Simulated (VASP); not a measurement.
# LiCl (I4/mmm) in VASP: further runs

Runs on LiCl. Level: PBE. Tasks: single point.

Everything below comes from runs of VASP 6.6.1. Logs are shortened: lines on timing, memory, paths and dates and some standing lists are left out, and cuts for length are marked.

## 1. The cell of the first run

The structure is tetragonal, space group I4/mmm (No. 139). Conventional cell: a = 3.615 Å, b = 3.615 Å, c = 4.908 Å, α = 90.00°, β = 90.00°, γ = 90.00°. Within 3.2 Å of Li (site symmetry 4/mmm) lie 6 Cl at 2.45 to 2.56 Å. Cl (site symmetry 4/mmm) has 6 Li at 2.45 to 2.56 Å within 3.2 Å.

## 2. Single point, PBE (uniaxial z strain -4.0%)

The input, INCAR:

```
SYSTEM = LiCl
  PREC = Accurate
  ENCUT = 520
  EDIFF = 1E-6
  ISMEAR = 0
  SIGMA = 0.01
  LREAL = .FALSE.
  LASPH = .TRUE.
  NELM = 60
  ALGO = Normal
  ISIF = 2
  LWAVE = .FALSE.
  LCHARG = .TRUE.
  GGA = PE
  LELF = .TRUE.
  LVHAR = .TRUE.
  NBANDS = 12
```

The input, KPOINTS:

```
regular mesh
0
G
  6 6 6
  0 0 0
```

The input, POSCAR:

```
LiCl
1.0
    0.0000000000      2.5560369889      2.4537955093
    2.5560369889      0.0000000000      2.4537955093
    2.5560369889      2.5560369889      0.0000000000
Li Cl
1 1
Direct
    0.0000000000      0.0000000000      0.0000000000
    0.5000000000      0.5000000000      0.5000000000
```

Potentials or basis: VASP PAW PBE potentials, release 64 (Li_sv, Cl).

The run is started by

```
$ cat potpaw_PBE.64/Li_sv/POTCAR potpaw_PBE.64/Cl/POTCAR > POTCAR
$ mpirun -np 1 vasp_std > vasp.out
```

OUTCAR:

```text
SYSTEM = LiCl
   PREC = Accurate
   ENCUT = 520
   EDIFF = 1E-6
   ISMEAR = 0
   LREAL = .FALSE.
   LASPH = .TRUE.
   NELM = 60
   ISIF = 2
   GGA = PE

 ion  position               nearest neighbor table
   1  0.000  0.000  0.000-   2 2.45   2 2.45   2 2.56   2 2.56   2 2.56   2 2.56
   2  0.500  0.500  0.500-   1 2.45   1 2.45   1 2.56   1 2.56   1 2.56   1 2.56

  LATTYP: Found a body centered tetragonal cell.
 ALAT       =     3.6147821756
 C/A-ratio  =     1.3576450199

  Lattice vectors:

 A1 = (   0.0000000000,  -2.5560369889,  -2.4537955093)
 A2 = (   0.0000000000,   2.5560369889,  -2.4537955093)
 A3 = (   2.5560369889,   0.0000000000,   2.4537955093)

Analysis of symmetry for initial positions (statically):
=====================================================================
 Subroutine PRICEL returns:
 Original cell was already a primitive cell.

 Routine SETGRP: Setting up the symmetry group for a
 body centered tetragonal supercell.

 Subroutine GETGRP returns: Found 16 space group operations
 (whereof 16 operations were pure point group operations)
 out of a pool of 16 trial point group operations.

The static configuration has the point symmetry D_4h.

Analysis of symmetry for dynamics (positions and initial velocities):
=====================================================================
 Subroutine PRICEL returns:
 Original cell was already a primitive cell.

 Routine SETGRP: Setting up the symmetry group for a
 body centered tetragonal supercell.

 Subroutine GETGRP returns: Found 16 space group operations
 (whereof 16 operations were pure point group operations)
 out of a pool of 16 trial point group operations.

The dynamic configuration has the point symmetry D_4h.

 Subroutine INISYM returns: Found 16 space group operations
 (whereof 16 operations are pure point group operations),
 and found     1 'primitive' translations

----------------------------------------------------------------------------------------

                                     Primitive cell

  volume of cell :      32.0629

  direct lattice vectors                    reciprocal lattice vectors
     0.000000000  2.556036989  2.453795509    -0.195615323  0.195615323  0.203765961
     2.556036989  0.000000000  2.453795509     0.195615323 -0.195615323  0.203765961
     2.556036989  2.556036989  0.000000000     0.195615323  0.195615323 -0.203765961

  length of vectors
     3.543224166  3.543224166  3.614782176     0.343585907  0.343585907  0.343585907

  position of ions in fractional coordinates (direct lattice)
     0.000000000  0.000000000  0.000000000
     0.500000000  0.500000000  0.500000000

  ion indices of the primitive-cell ions
   primitive index   ion index
[... 89 lines left out ...]
   ISMEAR =     0;   SIGMA  =   0.01  broadening in eV -4-tet -1-fermi 0-gaus
   EFERMI_NEDOS =   21; number of points for ismear=-14 and -15
   IALGO  =     38    algorithm
   IMIX   =      4    mixing-type and parameters
     AMIX     =   0.40;   BMIX     =  1.00
     AMIX_MAG =   1.60;   BMIX_MAG =  1.00
  volume/ion in A,a.u.               =      16.03       108.19
  Fermi-wavevector in a.u.,A,eV,Ry     =   1.110216  2.098003 16.770248  1.232578
  Thomas-Fermi vector in A             =   2.246764
   LORBIT       =      0    0 simple, 1 ext, 2 COOP (PROOUT), +10 PAW based schemes
   GGA     = PE    functional components
   LHFCALC =     F    Hartree Fock is set to
   AEXX    =    0.0000 exact exchange contribution
   IVDW    =     0    specifies the selected vdW correction
   LEPSILON=     F    determine dielectric tensor
   LRPA    =     F    only Hartree local field effects (RPA)
 non-spin polarized calculation
 Gauss-broadening in eV      SIGMA  =   0.01
  energy-cutoff  :      520.00
  volume of cell :       32.06
 maximum number of plane-waves:       879
 NGX is ok and might be reduce to    28
   NGX = 13   NGY = 13   NGZ = 13

 number of electron      10.0000000 magnetization

 number of electron       9.9999995 magnetization

 Free energy of the ion-electron system (eV)
  ---------------------------------------------------
  ext. energy  EPLUGINS =         0.00000000
  ---------------------------------------------------
  free energy    TOTEN  =        -7.36680293 eV

  energy without entropy =       -7.36680293  energy(sigma->0) =       -7.36680293

 E-fermi :   1.0966     XC(G=0):  -8.9507

 val. band max:        1.0136250988   @ k =   0.0000   0.0000   0.0000
 cond. band min:       7.6170525902   @ k =   0.0000   0.0000   0.0000
 fundamental gap:      6.6034274913
 Fermi energy:         1.0966115514

 k-point     1 :       0.0000    0.0000    0.0000
  band No.  band energies     occupation
      1     -42.4608      2.00000
      2     -12.6110      2.00000
      3       0.8822      2.00000
      4       1.0136      2.00000
      5       1.0136      2.00000
      6       7.6171      0.00000
      7      12.8418      0.00000
      8      12.8418      0.00000
      9      13.2057      0.00000
     10      15.4132      0.00000
     11      15.5291      0.00000
     12      15.5292      0.00000
[... 331 lines left out ...]
 k-point    24 :       0.5000    0.0000    0.3333
  band No.  band energies     occupation
      1     -42.4565      2.00000
      2     -11.7838      2.00000
      3      -1.8269      2.00000
      4      -0.4993      2.00000
      5       0.0413      2.00000
      6       9.2199      0.00000
      7      10.2928      0.00000
      8      12.4314      0.00000
      9      13.6534      0.00000
     10      15.5993      0.00000
     11      19.0404      0.00000
     12      20.0604      0.00000

 [... further k-points ...]

------------------------ aborting loop because EDIFF is reached ----------------------------------------

  FORCE on cell =-STRESS in cart. coord.  units (eV):
  Direction    XX          YY          ZZ          XY          YZ          ZX
  --------------------------------------------------------------------------------------
  -------------------------------------------------------------------------------------
  Total        0.3334820      0.3334820      0.7279839      0.0000000      0.0000000     -0.0000000
  in kB       16.6640432     16.6640432     36.3772400      0.0000000      0.0000000     -0.0000000
  external PRESSURE =      23.2351088 kB  Pullay stress =       0.0000000 kB

 VOLUME and BASIS-vectors are now :
 -----------------------------------------------------------------------------
  energy-cutoff  :      520.00
  volume of cell :       32.06
      direct lattice vectors                 reciprocal lattice vectors
     0.000000000  2.556036989  2.453795509    -0.195615323  0.195615323  0.203765961
     2.556036989  0.000000000  2.453795509     0.195615323 -0.195615323  0.203765961
     2.556036989  2.556036989  0.000000000     0.195615323  0.195615323 -0.203765961

 POSITION                                       TOTAL-FORCE (eV/Angst)
 -----------------------------------------------------------------------------------
      0.00000      0.00000      0.00000        -0.000000      0.000000      0.000000
      2.55604      2.55604      2.45380         0.000000     -0.000000      0.000000
 -----------------------------------------------------------------------------------
    total drift:                                0.000000      0.000000      0.000000

  FREE ENERGIE OF THE ION-ELECTRON SYSTEM (eV)
  ---------------------------------------------------
  free  energy   TOTEN  =        -7.3668029303 eV

  energy  without entropy=       -7.3668029303  energy(sigma->0) =       -7.36680293
```

stdout:

```text
POSCAR found type information on POSCAR LiCl
 POSCAR found :  2 types and       2 ions
 scaLAPACK will be used
 LDA part: xc-table for (Slater+PW92), standard interpolation
 POSCAR, INCAR and KPOINTS ok, starting setup
 FFT: planning ... GRIDC
 FFT: planning ... GRID_SOFT
 FFT: planning ... GRID
 WAVECAR not read
 entering main loop
```

It took 10 s on 1 thread of Intel Xeon Platinum 8488C (Sapphire Rapids), shared host; peak memory 0.15 GiB.

What came out:

| Item | Value |
| --- | --- |
| Free energy | -7.3668 eV |
| Band gap on the k mesh | 6.60 eV |

Caveat: the cell differs from its parent crystal (uniaxial z strain -4.0%); the cutoff is under 1.25 times the usual one of these potentials, so pressure, stress and relaxed cells hold a basis-set (Pulay) error.

## 3. Single point, PBE (uniaxial z strain -4.0%)

The input, INCAR:

```
SYSTEM = LiCl
PREC = Accurate
ENCUT = 520
EDIFF = 1E-6
ISMEAR = -1
SIGMA = 0.02
LREAL = .False.
LASPH = .True.
NELM = 80
ALGO = Normal
ISIF = 2
LWAVE = .False.
LCHARG = .True.
GGA = PE
LELF = .True.
LVHAR = .True.
NBANDS = 12
```

The input, KPOINTS:

```
Automatic mesh
0
Gamma
  8 8 8
  0 0 0
```

POSCAR is that of step 2.

Potentials or basis: VASP PAW PBE potentials, release 64 (Li_sv, Cl).

The run is started by

```
$ cat potpaw_PBE.64/Li_sv/POTCAR potpaw_PBE.64/Cl/POTCAR > POTCAR
$ mpirun -np 1 vasp_std > vasp.out
```

It took 22 s on 1 thread of Intel Xeon Platinum 8488C (Sapphire Rapids), shared host; peak memory 0.16 GiB.

It converged, with:

```
Free energy            : -7.3670 eV
Band gap on the k mesh : 6.60 eV
```

Levels at points of the mesh, in eV from the valence-band top:
| k point | band 3 | band 4 | band 5 | band 6 | band 7 | band 8 |
| --- | --- | --- | --- | --- | --- | --- |
| (0.00, 0.00, 0.00) | -0.13 | 0.00 | 0.00 | 6.60 | 11.83 | 11.83 |
| (0.50, 0.00, 0.00) | -3.06 | -0.37 | -0.27 | 6.76 | 9.31 | 9.68 |
| (0.50, 0.50, 0.00) | -3.17 | -1.33 | -1.33 | 7.91 | 8.04 | 13.26 |
| (0.50, 0.00, 0.50) | -3.18 | -1.34 | -1.05 | 8.01 | 8.25 | 12.65 |

Caveat: the cell differs from its parent crystal (uniaxial z strain -4.0%); the cutoff is under 1.25 times the usual one of these potentials, so pressure, stress and relaxed cells hold a basis-set (Pulay) error. A k mesh can miss the band edges.
